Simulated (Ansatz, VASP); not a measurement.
# One calculation of AgCl, two programs

File INCAR:

```
PREC = Accurate
ENCUT = 520
EDIFF = 1E-7
ISMEAR = -1
SIGMA = 0.02
LREAL = F
LASPH = T
NELM = 60
ALGO = Normal
ISIF = 2
LWAVE = F
LCHARG = F
GGA = PE
NBANDS = 26
```

File KPOINTS:

```
regular mesh
0
Gamma
  6 6 4
```

Contents of POSCAR:

```
AgCl
1.0
    4.5183985972      0.0000000000      0.0000000000
   -2.2591992986      3.9130479696      0.0000000000
    0.0000000000      0.0000000000      5.9405011376
Ag Cl
2 2
Direct
    0.3333333333      0.6666666667      0.2500000000
    0.6666666667      0.3333333333      0.7500000000
    0.6666666667      0.3333333333      0.2500000000
    0.3333333333      0.6666666667      0.7500000000
```

Input for Ansatz:

```yaml
crystal:
  lattice:
    - [4.5183985972, 0.0, 0.0]
    - [-2.2591992986, 3.9130479696, 0.0]
    - [0.0, 0.0, 5.9405011376]
  atoms:
    - { symbol: Ag, position: [0.3333333333, 0.6666666667, 0.25] }
    - { symbol: Ag, position: [0.6666666667, 0.3333333333, 0.75] }
    - { symbol: Cl, position: [0.6666666667, 0.3333333333, 0.25] }
    - { symbol: Cl, position: [0.3333333333, 0.6666666667, 0.75] }
kpoints:
  mp_grid: { grid: [6, 6, 4] }
  band_path:
    path:
      - [0.0, 0.0, 0.0]
      - [0.5, 0.0, 0.0]
      - [0.3333333333, 0.3333333333, 0.0]
      - [0.0, 0.0, 0.5]
      - [0.5, 0.0, 0.5]
      - [0.3333333333, 0.3333333333, 0.5]
    npoints: 1
hamiltonian:
  xc: pbe
scf:
  occupations: { method: fermi_dirac, width: 0.02 }
  n_extra_bands: 5
output:
  forces: true
  stress: true
  eigenvalues: true
  write_density: true
  write_potential: true
  elf: true
  volumetric_format: npy
```

Change from the starting cell: uniaxial_z strain +3.8%.

Alike in both runs: task single point; functional PBE; k mesh 6 × 6 × 4; occupations fermi-dirac, width 0.02 eV; no spin polarisation.

```csv
,VASP,Ansatz
version,VASP 6.6.1,Ansatz 0.2.0
potentials or method,"VASP PAW PBE potentials, release 64 (Ag, Cl)","plane waves, PAW"
plane-wave cutoff (eV),520,420
valence electrons in the cell,36,52
```

```csv
,VASP,Ansatz,Ansatz less VASP
gap on the k mesh at the Fermi level (eV),1.34,1.34,+0.001
pressure (GPa),0.0,0.1,+0.11
"traceless stress, the component that is largest in VASP (GPa)",0.07,0.04,-0.033
```

The functional is the same, so the differences come from potentials, cutoffs and numerics. VASP's potentials hold 36 valence electrons a cell and Ansatz's 52, so a difference there can come from the potentials and not from the codes.
